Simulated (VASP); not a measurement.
# Al9O in VASP: notebook, part 2 of 2

VASP 6.6.1. Earlier steps stand in the parts before.

### Step 5. Single point, PBE

INCAR

```
SYSTEM = Al9O
ALGO = Normal ; DIPOL = 0.5 0.5 0.328
EDIFF = 1E-6 ; ENCUT = 520
GGA = PE ; GGA_COMPAT = .False.
IDIPOL = 3 ; ISIF = 2
ISMEAR = 0 ; LASPH = .True.
LCHARG = .True. ; LDIPOL = .True.
LELF = .True. ; LREAL = .False.
LVACPOTAV = .True. ; LVHAR = .True.
LWAVE = .False. ; NBANDS = 28
NELM = 120 ; NELMDL = -8
PREC = Accurate ; SIGMA = 0.1
```

KPOINTS

```
k-points
0
Gamma
  9 3 1
  0 0 0
```

POSCAR

```
Al9O
1.0
    2.8535431553      0.0000000000      0.0000000000
   -1.4267715776      9.7014842380      0.0000000000
    0.0000000000      0.0000000000     20.2903703519
Al O
9 1
Direct
    0.5324432082      0.0648864163      0.1971378506
    0.6709612116      0.3419224231      0.2462112388
    0.2986648122      0.5973296244      0.2560259164
    0.9263684129      0.8527368258      0.2658405940
    0.0639544186      0.1277109169      0.3154271774
    0.1995835202      0.4042231294      0.3707799915
    0.8288001075      0.6596656514      0.3785021758
    0.4526153831      0.9110819252      0.3874246337
    0.5924854486      0.1814072004      0.4332286794
    0.5924854486      0.4314072004      0.4324568851
```

Potentials or basis: VASP PAW PBE potentials, release 64 (Al, O).

Started as:

```console
> cat potpaw_PBE.64/Al/POTCAR potpaw_PBE.64/O/POTCAR > POTCAR
> mpirun -np 1 vasp_std > vasp.out
```

OUTCAR:

```text
SYSTEM = Al9O
   EDIFF = 1E-6
   ENCUT = 520
   GGA = PE
   ISIF = 2
   ISMEAR = 0
   LASPH = .True.
   LREAL = .False.
   NELM = 120
   NELMDL = -8
   PREC = Accurate

 ion  position               nearest neighbor table
   1  0.532  0.065  0.197-   5 2.86   5 2.86   4 2.87   4 2.87   2 2.87
   2  0.671  0.342  0.246-   3 2.87   3 2.87   1 2.87   5 2.89   5 2.89   6 2.96   6 2.97
   3  0.299  0.597  0.256-   2 2.87   2 2.87   4 2.87   4 2.87   7 2.93   7 2.93   6 2.99
   4  0.926  0.853  0.266-   5 2.85   1 2.87   1 2.87   3 2.87   3 2.87   8 2.90   8 2.91   7 2.96

   5  0.064  0.128  0.315-   9 2.83   9 2.83   4 2.85   1 2.86   1 2.86   2 2.89   2 2.89   6 2.91
                             8 2.93   8 2.93
   6  0.200  0.404  0.371-  10 1.68  10 2.18   7 2.86   7 2.87   9 2.88   9 2.89   5 2.91   2 2.96
                             2 2.97   3 2.99
   7  0.829  0.660  0.379-  10 2.49   8 2.83   8 2.83   6 2.86   6 2.87   3 2.93   3 2.93   4 2.96

   8  0.453  0.911  0.387-   9 2.78   7 2.83   7 2.83   4 2.90   4 2.91   5 2.93   5 2.93
   9  0.592  0.181  0.433-  10 2.45   8 2.78   5 2.83   5 2.83   6 2.88   6 2.89
  10  0.592  0.431  0.432-   6 1.68   6 2.18   9 2.45   7 2.49

  LATTYP: Found a base centered orthorhombic cell.
 ALAT       =     2.8535431553
 B/A-ratio  =     6.7996057603
 C/A-ratio  =     7.1105882223

  Lattice vectors:

 A1 = (   1.4267715776,  -9.7014842380,   0.0000000000)
 A2 = (   1.4267715777,   9.7014842380,   0.0000000000)
 A3 = (   0.0000000000,   0.0000000000,  20.2903703519)

Analysis of symmetry for initial positions (statically):
=====================================================================
 Subroutine PRICEL returns:
 Original cell was already a primitive cell.

 Routine SETGRP: Setting up the symmetry group for a
 base centered orthorhombic supercell.

 Subroutine GETGRP returns: Found  1 space group operations
 (whereof  1 operations were pure point group operations)
 out of a pool of  8 trial point group operations.

The static configuration has the point symmetry C_1 .

[... 171 lines left out ...]
 Gauss-broadening in eV      SIGMA  =   0.10
  energy-cutoff  :      520.00
  volume of cell :      561.71
 maximum number of plane-waves:     15170
 NGX is ok and might be reduce to    24
   NGX = 11   NGY = 37   NGZ = 75

 dipolmoment           0.000000      0.000000     -0.025451 electrons x Angstroem

 number of electron      32.9999995 magnetization

 dipolmoment           0.000000      0.000000      0.073123 electrons x Angstroem

 Free energy of the ion-electron system (eV)
  ---------------------------------------------------
  ext. energy  EPLUGINS =         0.00000000
  ---------------------------------------------------
  free energy    TOTEN  =       -38.46990824 eV

  energy without entropy =      -38.44727896  energy(sigma->0) =      -38.45859360

 E-fermi :  -0.9432     XC(G=0):  -3.7737

 val. band max:       -0.9602029767   @ k =  -0.4444   0.3333   0.0000
 cond. band min:      -0.9412785089   @ k =   0.2222   0.3333   0.0000
 fundamental gap:      0.0189244678
 Fermi energy:        -0.9432428092

 k-point     1 :       0.0000    0.0000    0.0000
  band No.  band energies     occupation
      1     -19.9877      2.00000
      2     -10.8971      2.00000
      3      -9.5988      2.00000
      4      -9.1881      2.00000
      5      -8.5901      2.00000
      6      -7.3527      2.00000
[... 423 lines left out ...]
     27       3.5836      0.00000
     28       3.8091      0.00000

------------------------ aborting loop because EDIFF is reached ----------------------------------------

  FORCE on cell =-STRESS in cart. coord.  units (eV):
  Direction    XX          YY          ZZ          XY          YZ          ZX
  --------------------------------------------------------------------------------------
  -------------------------------------------------------------------------------------
  Total       -5.1438515     -5.3588575     -0.2360177      1.0881740      0.0569313      3.3212287
  in kB      -14.6719016    -15.2851671     -0.6731976      3.1038187      0.1623863      9.4732012
  external PRESSURE =     -10.2100888 kB  Pullay stress =       0.0000000 kB

 VOLUME and BASIS-vectors are now :
 -----------------------------------------------------------------------------
  energy-cutoff  :      520.00
  volume of cell :      561.71
      direct lattice vectors                 reciprocal lattice vectors
     2.853543155  0.000000000  0.000000000     0.350441520  0.051538506  0.000000000
    -1.426771578  9.701484238  0.000000000     0.000000000  0.103077011  0.000000000
     0.000000000  0.000000000 20.290370352     0.000000000  0.000000000  0.049284463

 POSITION                                       TOTAL-FORCE (eV/Angst)
 -----------------------------------------------------------------------------------
      1.42677      0.62949      4.00000         0.031717      0.130082      0.058431
      1.42677      3.31715      4.99572         0.040349      0.125434      0.041650
      0.00000      5.79498      5.19486        -0.035043     -0.172046      0.196032
      1.42677      8.27281      5.39400        -0.007657     -0.230754     -0.067726
      0.00028      1.23899      6.40013        -0.054553      0.259185      0.089879
     -0.00721      3.92156      7.52326        -2.531954     -0.187054     -0.887843
      1.42382      6.39974      7.67995        -0.154136      0.075145      0.168260
     -0.00835      8.83885      7.86099        -0.011138     -0.237599      0.020093
      1.43186      1.75992      8.79037        -0.190858      0.178069      0.322884
      1.07516      4.18529      8.77471         2.913273      0.059537      0.058340
 -----------------------------------------------------------------------------------
    total drift:                               -0.000372      0.000074     -0.000491

  FREE ENERGIE OF THE ION-ELECTRON SYSTEM (eV)
  ---------------------------------------------------
  free  energy   TOTEN  =       -38.4699082427 eV

  energy  without entropy=      -38.4472789633  energy(sigma->0) =      -38.45859360

 vacuum level on the upper side and lower side of the slab         3.686         3.208
```

Run time: 8.5 min. Hardware: 1 thread of Intel Xeon Platinum 8488C (Sapphire Rapids), shared host; peak memory 0.67 GiB.

What came out:

```yaml
Free_energy: -38.4699 eV
Largest_force: 2.914 eV/Å
Band_gap_on_the_k_mesh: zero (an odd number of electrons rules out a gap without spin polarisation)
```

Forces in eV/Å, atoms in the order of the input:
```
Al   0.032  0.130  0.058
Al   0.040  0.125  0.042
Al  -0.035 -0.172  0.196
Al  -0.008 -0.231 -0.068
Al  -0.055  0.259  0.090
Al  -2.532 -0.187 -0.888
Al  -0.154  0.075  0.168
Al  -0.011 -0.238  0.020
Al  -0.191  0.178  0.323
O    2.913  0.060  0.058
```

Levels at points of the mesh, in eV from the Fermi level:
| k point | band 15 | band 16 | band 17 | band 18 | band 19 | band 20 |
| --- | --- | --- | --- | --- | --- | --- |
| (0.00, 0.00, 0.00) | -1.68 | -1.37 | -0.12 | 0.52 | 1.25 | 2.19 |

### Step 6. Single point, PBE

INCAR

```
PREC = Accurate
ENCUT = 520
EDIFF = 1E-6
ISMEAR = 0
SIGMA = 0.1
LREAL = F
LASPH = T
NELM = 120
ALGO = Normal
ISIF = 2
LWAVE = F
LCHARG = T
LDIPOL = T
IDIPOL = 3
DIPOL = 0.5 0.5 0.336
GGA = PE
LELF = T
LVHAR = T
LVACPOTAV = T
NBANDS = 28
GGA_COMPAT = F
NELMDL = -8
```

KPOINTS

```
regular mesh
0
Gamma
  9 3 1
```

POSCAR: that of step 5 with these lines changed.

```diff
@@ -17,2 +17,2 @@
     0.5924854486      0.1814072004      0.4332286794
-    0.5924854486      0.4314072004      0.4324568851
+    0.8424854486      0.1814072004      0.5056007985
```

Potentials or basis: VASP PAW PBE potentials, release 64 (Al, O).

Started as:

```console
> cat potpaw_PBE.64/Al/POTCAR potpaw_PBE.64/O/POTCAR > POTCAR
> mpirun -np 1 vasp_std > vasp.out
```

It took 13 min on 1 thread of Intel Xeon Platinum 8488C (Sapphire Rapids), shared host; peak memory 0.68 GiB.

Results (log left out):

| Item | Value |
| --- | --- |
| Free energy | -37.0613 eV |
| Largest force | 2.172 eV/Å |
| Band gap on the k mesh | zero (an odd number of electrons rules out a gap without spin polarisation) |

Forces on the atoms (eV/Å):
```
Al  -0.004  0.131 -0.031
Al   0.018  0.142 -0.049
Al  -0.017 -0.129  0.003
Al  -0.005 -0.173 -0.159
Al   0.046  0.077  0.121
Al   0.003  0.214 -0.107
Al   0.000 -0.084  0.106
Al   0.021 -0.389 -0.087
Al  -2.146  0.315  0.114
O    2.083 -0.104  0.089
```

Levels at points of the mesh, in eV from the Fermi level:
```
           k point  band 14  band 15  band 16  band 17  band 18  band 19
(0.00, 0.00, 0.00)    -1.59    -1.04    -0.69    -0.17     0.28     2.09
```

### Step 7. Summary

```csv
task,cell,atoms held fixed (from 0),atoms held along some axes (from 0),gap on the mesh (eV),largest force (eV/Å)
relaxation of the atoms,"atoms relaxed, atomic positions A","[0, 1, 2, 3, 4, 5, 6, 7, 8]",atom 9 along a and b,none,-
single point,"as given, atomic positions B",-,-,none,2.20
single point,"as given, atomic positions C",-,-,none,2.27
single point,"as given, atomic positions D",-,-,none,2.91
single point,"as given, atomic positions E",-,-,none,2.17
```

Alike in all rows: level PBE; potentials or basis VASP PAW PBE potentials, release 64 (Al, O); no spin polarisation; k mesh 9 × 3 × 1; cutoff (eV) 520; smearing gaussian 0.1 eV.

Total energies depend on the potentials used, so only differences within one code and one set of settings carry meaning.

The gap in the log of VASP goes by the Fermi energy; the results here count the filled bands.